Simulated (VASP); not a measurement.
Input of a VASP 6.6.1 run:

File INCAR:

```
PREC = Accurate ; ENCUT = 520
EDIFF = 1E-7 ; ISMEAR = -1
SIGMA = 0.1 ; LREAL = False
LASPH = True ; NELM = 80
ALGO = Normal ; ISIF = 2
LWAVE = False ; LCHARG = False
GGA = RE ; NBANDS = 12
```

Contents of KPOINTS:

```
Automatic mesh
0
Gamma
  22 22 22
```

The input POSCAR:

```
Nb
1.0
   -1.6834681850      1.6834681850      1.6834681850
    1.6834681850     -1.6834681850      1.6834681850
    1.6834681850      1.6834681850     -1.6834681850
Nb
1
Direct
    0.0000000000      0.0000000000      0.0000000000
```

Potentials or basis: VASP PAW PBE potentials, release 64 (Nb_sv).

The run is started by

```bash
$ cat potpaw_PBE.64/Nb_sv/POTCAR > POTCAR
$ mpirun -np 1 vasp_std > vasp.out
```

Task: Predict the pressure.

Result: -6.0 GPa.

Caveat: the PAW data sets were made with another functional, which shifts forces and pressure a little.
